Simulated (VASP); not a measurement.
# Ge (P-3m1) in VASP: further runs

The runs below take Ge through single point, relaxation of cell and atoms, with PBE.

All numbers are computed with VASP 6.6.1; they aren't measurements. Logs are shortened: lines on timing, memory, paths and dates and some standing lists are left out, and cuts for length are marked.

## Step 1: The cell of the first run

The structure is trigonal, space group P-3m1 (No. 164). The conventional cell has a = 3.423 Å, b = 3.423 Å, c = 2.903 Å, α = 90.00°, β = 90.00°, γ = 120.00°. Ge (site symmetry 3m) has 8 Ge at 2.20 to 2.90 Å within 3.0 Å.

The cell was generated, and may not be a known phase.

## Step 2: Single point, PBE

INCAR reads:

```
  ALGO = Normal
  EDIFF = 1E-6
  ENCUT = 520
  GGA = PE
  ISIF = 2
  ISMEAR = 0
  LASPH = True
  LCHARG = True
  LELF = True
  LREAL = False
  LVHAR = True
  LWAVE = False
  NBANDS = 21
  NELM = 60
  PREC = Accurate
  SIGMA = 0.1
```

KPOINTS reads:

```
k-points
0
Gamma
  6 6 6
```

POSCAR reads:

```
Ge
1.0
    3.4234727700      0.0000000000      0.0000000000
   -1.7117363900      2.9648143900      0.0000000000
    0.0000000000      0.0000000000      2.9029926900
Ge
2
Direct
    0.6666666700      0.3333333300      0.6665147100
    0.3333333300      0.6666666700      0.3334852900
```

Potentials or basis: VASP PAW PBE potentials, release 64 (Ge_d).

Run with:

```console
> cat potpaw_PBE.64/Ge_d/POTCAR > POTCAR
> mpirun -np 1 vasp_std > vasp.out
```

OUTCAR:

```text
EDIFF = 1E-6
   ENCUT = 520
   GGA = PE
   ISIF = 2
   ISMEAR = 0
   LASPH = True
   LREAL = False
   NELM = 60
   PREC = Accurate

 ion  position               nearest neighbor table
   1  0.667  0.333  0.667-   2 2.20   2 2.20   2 2.20   2 2.77   2 2.77   2 2.77
   2  0.333  0.667  0.333-   1 2.20   1 2.20   1 2.20   1 2.77   1 2.77   1 2.77

  LATTYP: Found a hexagonal cell.
 ALAT       =     3.4234727700
 C/A-ratio  =     0.8479672207

  Lattice vectors:

 A1 = (   3.4234727700,   0.0000000000,   0.0000000000)
 A2 = (  -1.7117363900,   2.9648143900,   0.0000000000)
 A3 = (   0.0000000000,   0.0000000000,   2.9029926900)

Analysis of symmetry for initial positions (statically):
=====================================================================
 Subroutine PRICEL returns:
 Original cell was already a primitive cell.

 Routine SETGRP: Setting up the symmetry group for a
 hexagonal supercell.

 Subroutine GETGRP returns: Found 12 space group operations
 (whereof 12 operations were pure point group operations)
 out of a pool of 24 trial point group operations.

The static configuration has the point symmetry D_3d.

Analysis of symmetry for dynamics (positions and initial velocities):
=====================================================================
 Subroutine PRICEL returns:
 Original cell was already a primitive cell.

 Routine SETGRP: Setting up the symmetry group for a
 hexagonal supercell.

 Subroutine GETGRP returns: Found 12 space group operations
 (whereof 12 operations were pure point group operations)
 out of a pool of 24 trial point group operations.

The dynamic configuration has the point symmetry D_3d.

 Subroutine INISYM returns: Found 12 space group operations
 (whereof 12 operations are pure point group operations),
 and found     1 'primitive' translations

----------------------------------------------------------------------------------------

                                     Primitive cell

  volume of cell :      29.4653

  direct lattice vectors                    reciprocal lattice vectors
     3.423472770  0.000000000  0.000000000     0.292101053  0.168644622  0.000000000
    -1.711736390  2.964814390  0.000000000     0.000000000  0.337289243  0.000000000
     0.000000000  0.000000000  2.902992690     0.000000000  0.000000000  0.344472104

  length of vectors
[... 71 lines left out ...]
   NGXF,Y,Z  is equivalent  to a cutoff of  27.19, 27.19, 27.49 a.u.
 SYSTEM =  unknown system
   PREC   = accura    normal or accurate (medium, high low for compatibility)
   ISTART =      0    job   : 0-new  1-cont  2-samecut
   ICHARG =      2    charge: 1-file 2-atom 10-const
   ISPIN  =      1    spin polarized calculation?
   LNONCOLLINEAR =      F non collinear calculations
   LSORBIT =      F    spin-orbit coupling
   LASPH  =      T    aspherical Exc in radial PAW
   ENCUT  =  520.0 eV  38.22 Ry    6.18 a.u.   6.37  6.37  5.40*2*pi/ulx,y,z
   NELM   =     60;   NELMIN=  2; NELMDL= -5     # of ELM steps
   EDIFF  = 0.1E-05   stopping-criterion for ELM
   LREAL  =      F    real-space projection
   EDIFFG = 0.1E-04   stopping-criterion for IOM
   NSW    =      0    number of steps for IOM
   IBRION =     -1    ionic relax: 0-MD 1-quasi-New 2-CG
   NFREE  =      0    steps in history (QN), initial steepest desc. (CG)
   ISIF   =      2    stress and relaxation
   ISYM   =      2    0-nonsym 1-usesym 2-fastsym
   POTIM  = 0.5000    time-step for ionic-motion
   TEBEG  =    0.0;   TEEND  =   0.0 temperature during run
   PSTRESS=    0.0 pullay stress
   NELECT =      28.0000    total number of electrons
   NUPDOWN=      -1.0000    fix difference up-down
   EMIN   =  10.00;   EMAX   =-10.00  energy-range for DOS
   EFERMI =   0.00;   METHOD = LEGACY
   ISMEAR =     0;   SIGMA  =   0.10  broadening in eV -4-tet -1-fermi 0-gaus
   EFERMI_NEDOS =   21; number of points for ismear=-14 and -15
   IALGO  =     38    algorithm
   IMIX   =      4    mixing-type and parameters
     AMIX     =   0.40;   BMIX     =  1.00
     AMIX_MAG =   1.60;   BMIX_MAG =  1.00
  volume/ion in A,a.u.               =      14.73        99.42
  Fermi-wavevector in a.u.,A,eV,Ry     =   1.609499  3.041512 35.245719  2.590487
  Thomas-Fermi vector in A             =   2.705199
   LORBIT       =      0    0 simple, 1 ext, 2 COOP (PROOUT), +10 PAW based schemes
   GGA     = PE    functional components
   LHFCALC =     F    Hartree Fock is set to
   AEXX    =    0.0000 exact exchange contribution
   IVDW    =     0    specifies the selected vdW correction
   LEPSILON=     F    determine dielectric tensor
   LRPA    =     F    only Hartree local field effects (RPA)
 non-spin polarized calculation
 Gauss-broadening in eV      SIGMA  =   0.10
  energy-cutoff  :      520.00
  volume of cell :       29.47
 maximum number of plane-waves:       827
 NGX is ok and might be reduce to    28
   NGX = 13   NGY = 13   NGZ = 11

 number of electron      28.0000022 magnetization

 Free energy of the ion-electron system (eV)
  ---------------------------------------------------
  ext. energy  EPLUGINS =         0.00000000
  ---------------------------------------------------
  free energy    TOTEN  =        -6.34012076 eV

  energy without entropy =       -6.33276912  energy(sigma->0) =       -6.33644494

 E-fermi :   9.6128     XC(G=0): -12.3504

 val. band max:        9.5439585191   @ k =   0.5000  -0.0000   0.1667
 cond. band min:       9.6131637593   @ k =   0.3333   0.1667   0.1667
 fundamental gap:      0.0692052403
 Fermi energy:         9.6127903557

 k-point     1 :       0.0000    0.0000    0.0000
  band No.  band energies     occupation
      1     -15.6452      2.00000
      2     -15.6452      2.00000
      3     -15.5075      2.00000
      4     -15.4149      2.00000
      5     -15.4149      2.00000
      6     -15.2402      2.00000
[... 565 lines left out ...]
     20      22.4128      0.00000
     21      23.0300      0.00000

 [... further k-points ...]
[... 5 lines left out ...]
  --------------------------------------------------------------------------------------
  -------------------------------------------------------------------------------------
  Total       12.1226008     12.1226008     10.4549618     -0.0000000      0.0000000      0.0000000
  in kB      659.1679090    659.1679099    568.4898315     -0.0000011      0.0000000      0.0000000
  external PRESSURE =     628.9418835 kB  Pullay stress =       0.0000000 kB

 VOLUME and BASIS-vectors are now :
 -----------------------------------------------------------------------------
  energy-cutoff  :      520.00
  volume of cell :       29.47
      direct lattice vectors                 reciprocal lattice vectors
     3.423472770  0.000000000  0.000000000     0.292101053  0.168644622  0.000000000
    -1.711736390  2.964814390  0.000000000     0.000000000  0.337289243  0.000000000
     0.000000000  0.000000000  2.902992690     0.000000000  0.000000000  0.344472104

 POSITION                                       TOTAL-FORCE (eV/Angst)
 -----------------------------------------------------------------------------------
      1.71174      0.98827      1.93489        -0.000000      0.000000      3.013002
     -0.00000      1.97654      0.96811         0.000000      0.000000     -3.013002
 -----------------------------------------------------------------------------------
    total drift:                               -0.000000      0.000000     -0.000000

  FREE ENERGIE OF THE ION-ELECTRON SYSTEM (eV)
  ---------------------------------------------------
  free  energy   TOTEN  =        -6.3401207598 eV

  energy  without entropy=       -6.3327691239  energy(sigma->0) =       -6.33644494
```

Wall time 27 s (1 thread of Intel Xeon 8259CL, shared host); peak memory 0.15 GiB.

What came out:

```yaml
Free_energy: -6.3401 eV
Pressure: 62.9 GPa
Largest_force: 3.013 eV/Å
Band_gap_on_the_k_mesh: zero (bands 14 and 15 overlap by 9.03 eV)
```

Forces on the atoms (eV/Å):
```
Ge   0.000  0.000  3.013
Ge   0.000  0.000 -3.013
```

Stress tensor (GPa, compression positive):
```
65.92  0.00  0.00
 0.00 65.92  0.00
 0.00  0.00 56.85
```

Levels at points of the mesh, in eV from the Fermi level:
```csv
k point,band 12,band 13,band 14,band 15,band 16,band 17
"(0.00, 0.00, 0.00)",-0.96,-0.96,1.37,1.67,3.62,3.62
"(0.50, 0.00, 0.00)",-10.60,-3.75,0.15,4.22,5.37,9.20
"(0.00, 0.00, 0.50)",-9.71,1.76,1.76,5.10,5.10,5.25
"(0.50, 0.00, 0.50)",-7.30,-6.45,-4.17,-0.75,3.72,3.74
```

Caveat: the k points lie up to 0.36 Å⁻¹ apart, too coarse for converged energies and pressures of a metal; forces of over 1 eV/Å act on the atoms, so gaps and moduli don't describe the material at rest.

## Step 3: Single point, PBE

This run uses another cell than the first one, of 21.06 Å³/atom.

INCAR reads:

```
SYSTEM = Ge
ALGO = Normal
EDIFF = 1E-6
ENCUT = 520
GGA = PE
ISIF = 2
ISMEAR = 0
LASPH = .True.
LCHARG = .False.
LREAL = .False.
LWAVE = .False.
NBANDS = 21
NELM = 100
PREC = Accurate
SIGMA = 0.1
```

KPOINTS reads:

```
k-points
0
Gamma
  6 6 6
  0 0 0
```

POSCAR reads:

```
Ge
1.0
    3.8259399738      0.0000000032      0.0000000000
   -1.9129699897      3.3133612091      0.0000000000
    0.0000000000      0.0000000000      3.3227439570
Ge
2
Direct
    0.6666666667      0.3333333333      0.7208680984
    0.3333333333      0.6666666667      0.2791319016
```

Potentials or basis: VASP PAW PBE potentials, release 64 (Ge_d).

Run with:

```console
> cat potpaw_PBE.64/Ge_d/POTCAR > POTCAR
> mpirun -np 1 vasp_std > vasp.out
```

Wall time 31 s (1 thread of Intel Xeon 8259CL, shared host); peak memory 0.17 GiB.

Results (log left out):

* Free energy: -8.4887 eV
* Pressure: 0.0 GPa
* Band gap on the k mesh: zero (bands 14 and 15 overlap by 5.91 eV)

Levels at points of the mesh, in eV from the Fermi level:
| k point | band 12 | band 13 | band 14 | band 15 | band 16 | band 17 |
| --- | --- | --- | --- | --- | --- | --- |
| (0.00, 0.00, 0.00) | -1.81 | -0.35 | -0.35 | 0.30 | 3.46 | 3.46 |
| (0.50, 0.00, 0.00) | -8.33 | -2.27 | -0.16 | 2.47 | 4.47 | 5.89 |
| (0.00, 0.00, 0.50) | -8.62 | 2.10 | 2.10 | 2.93 | 3.24 | 3.24 |
| (0.50, 0.00, 0.50) | -6.84 | -4.56 | -3.78 | 0.54 | 2.00 | 3.46 |

## Step 4: Relaxation of cell and atoms, PBE

INCAR reads:

```
ALGO = Normal
EDIFF = 1E-7
EDIFFG = -0.04
ENCUT = 600
GGA = PE
IBRION = 2
ISIF = 3
ISMEAR = 0
LASPH = True
LCHARG = False
LREAL = False
LWAVE = False
NELM = 80
NSW = 90
PREC = Accurate
SIGMA = 0.1
```

KPOINTS reads:

```
k-points
0
Gamma
  6 6 6
```

POSCAR reads:

```
Ge
1.0
    3.4234727700      0.0000000000      0.0000000000
   -1.7117363900      2.9648143900      0.0000000000
    0.0000000000      0.0000000000      2.9029926900
Ge
2
Direct
    0.6666666700      0.3333333300      0.6665147100
    0.3333333300      0.6666666700      0.3334852900
```

Run with:

```console
> cat potpaw_PBE.64/Ge_d/POTCAR > POTCAR
> mpirun -np 1 vasp_std > vasp.out
```

Run time: 5 min. Hardware: 1 thread of Intel Xeon 8259CL, shared host; peak memory 0.16 GiB.

Results (log left out):

```yaml
Free_energy: -8.4828 eV
Relaxed_volume: 21.03 Å³/atom
Relaxed_cell: a = 3.823 Å, b = 3.823 Å, c = 3.323 Å, α = 90.00°, β = 90.00°, γ = 120.00°
Space_group_after_relaxing_to_0.1_Å: P-3m1 (No. 164)
Energy_gained_by_relaxing: 1071.3 meV/atom
Ionic_steps: 14
Pressure_after_relaxing: -0.1 GPa
Band_gap_on_the_k_mesh: zero (bands 14 and 15 overlap by 5.92 eV)
```

Forces in eV/Å, atoms in the order of the input:
```
Ge   0.000  0.000 -0.003
Ge   0.000  0.000  0.003
```

Stress tensor (GPa, compression positive):
```
-0.06  0.00  0.00
 0.00 -0.06  0.00
 0.00  0.00 -0.24
```

The path:
```
step  energy change (eV)  largest force (eV/Å)  pressure (GPa)  volume (Å³)
   1              0.0000                3.0128           62.91        29.47
   2             -1.3120                0.3120           -9.49        61.64
   3             -2.0970                0.1605           -0.40        43.83
   4             -2.0972                0.1747           -0.07        43.50
   5             -2.1164                0.1970           -0.64        43.55
   6             -2.1181                0.1897           -0.86        43.56
   7             -2.1243                0.2183           -0.22        42.86
   8             -2.1292                0.2326            1.48        41.34
   9             -2.1296                0.2481            0.93        41.77
  10             -2.1341                0.1971            0.86        41.69
  11             -2.1408                0.0297            0.75        41.46
  12             -2.1409                0.0077            0.73        41.43
  13             -2.1424                0.0013            0.22        41.81
  14             -2.1426                0.0030           -0.12        42.06
```

Final structure:
```xyz
2
Lattice="3.8227 0.0000 0.0000 -1.9114 3.3106 0.0000 0.0000 0.0000 3.3232" Properties=species:S:1:pos:R:3 pbc="T T T"
Ge    1.9114    1.1035    2.3968
Ge    0.0000    2.2071    0.9264
```

Levels at points of the mesh, in eV from the Fermi level:
| k point | band 10 | band 11 | band 12 | band 13 | band 14 | band 15 | band 16 | band 17 | band 18 |
| --- | --- | --- | --- | --- | --- | --- | --- | --- | --- |
| (0.00, 0.00, 0.00) | -24.50 | -12.62 | -1.80 | -0.35 | -0.35 | 0.28 | 3.46 | 3.46 | 4.75 |
| (0.50, 0.00, 0.00) | -24.49 | -10.24 | -8.34 | -2.28 | -0.17 | 2.45 | 4.46 | 5.87 | 6.47 |
| (0.00, 0.00, 0.50) | -24.48 | -9.81 | -8.64 | 2.11 | 2.11 | 2.94 | 3.23 | 3.23 | 3.30 |
| (0.50, 0.00, 0.50) | -24.50 | -7.63 | -6.86 | -4.57 | -3.80 | 0.54 | 1.99 | 3.46 | 4.12 |

Caveat: the k points lie up to 0.32 Å⁻¹ apart in the final cell, too coarse for converged energies and pressures of a metal; the volume moved by over 15 % at a fixed basis, so the end points are rough.

## Step 5: Overview

```tsv
task	cell	cutoff (eV)	gap on the mesh (eV)	pressure (GPa)
single point	a = 3.423, b = 3.423, c = 2.903 Å, angles 90.0, 90.0, 120.0°, 2 atoms, atomic positions A	520	none	62.9
single point	a = 3.826, b = 3.826, c = 3.323 Å, angles 90.0, 90.0, 120.0°, 2 atoms, atomic positions B	520	none	0.0
relaxation of cell and atoms	relaxed from a = 3.423, b = 3.423, c = 2.903 Å, angles 90.0, 90.0, 120.0°, 2 atoms, atomic positions A	600	none	-0.1
```

Alike in all rows: level PBE; potentials or basis VASP PAW PBE potentials, release 64 (Ge_d); no spin polarisation; k mesh 6 × 6 × 6; smearing gaussian 0.1 eV.

Caveats: some runs use coarse meshes; forces of over 1 eV/Å act on the atoms, so gaps and moduli don't describe the material at rest (at least some runs); the volume moved by over 15 % at a fixed basis, so the end points are rough (at least some runs).

Total energies depend on the potentials used, so only differences within one code and one set of settings carry meaning.

The gap in the log of VASP goes by the Fermi energy; the results here count the filled bands.